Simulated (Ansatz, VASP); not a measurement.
## BaTe in VASP and in Ansatz

File INCAR:

```
ALGO = Normal ; EDIFF = 1E-6
ENCUT = 500 ; GGA = PE
GGA_COMPAT = False ; ISIF = 2
ISMEAR = -1 ; LASPH = True
LCHARG = True ; LELF = True
LREAL = False ; LVHAR = True
LWAVE = False ; NBANDS = 15
NELM = 120 ; PREC = Accurate
SIGMA = 0.02
```

Contents of KPOINTS:

```
k-points
0
Gamma
  6 6 6
```

Contents of POSCAR:

```
BaTe
1.0
   -0.0782831733      3.8358754929      3.8358754929
    3.8358754929     -0.0782831733      3.8358754929
    3.8358754929      3.8358754929     -0.0782831733
Ba Te
1 1
Direct
   -0.0024443304     -0.0024443304     -0.0024443304
    0.2524443304      0.2524443304      0.2524443304
```

Input for Ansatz:

```yaml
crystal:
  lattice:
    - [-0.0782831733, 3.8358754929, 3.8358754929]
    - [3.8358754929, -0.0782831733, 3.8358754929]
    - [3.8358754929, 3.8358754929, -0.0782831733]
  atoms:
    - { symbol: Ba, position: [-0.0024443304, -0.0024443304, -0.0024443304] }
    - { symbol: Te, position: [0.2524443304, 0.2524443304, 0.2524443304] }
kpoints:
  mp_grid: { grid: [6, 6, 6] }
  band_path:
    path:
      - [0.0, 0.0, 0.0]
      - [-0.5, -0.5, 0.0]
      - [-0.375, -0.375, 0.25]
      - [-0.375, 0.0, 0.375]
      - [0.0, 0.0, 0.5]
      - [-0.5, -0.25, 0.25]
      - [0.0, 0.5, 0.5]
    npoints: 1
hamiltonian:
  xc: pbe
scf:
  occupations: { method: fermi_dirac, width: 0.02 }
  n_extra_bands: 4
output:
  forces: true
  stress: true
  eigenvalues: true
```

Change from the starting cell: shear_111 strain -3.0%.

Alike in both runs: task single point; functional PBE; k mesh 6 × 6 × 6; occupations fermi-dirac, width 0.02 eV; no spin polarisation.

|  | VASP | Ansatz |
| --- | --- | --- |
| version | VASP 6.6.1 | Ansatz 0.2.0 |
| potentials or method | VASP PAW PBE potentials, release 64 (Ba_sv, Te) | plane waves, PAW |
| plane-wave cutoff (eV) | 500 | 420 |
| valence electrons in the cell | 16 | 26 |

Ansatz gave:

| Item | Value |
| --- | --- |
| gap on the k mesh at the Fermi level (eV) | 2.59 |
| pressure (GPa) | 0.6 |

Which values does VASP return?

gap on the k mesh at the Fermi level (eV): 2.60; pressure (GPa): 0.8.

VASP's potentials hold 16 valence electrons a cell and Ansatz's 26, so a difference there can come from the potentials and not from the codes.

Spin-orbit coupling is off throughout.
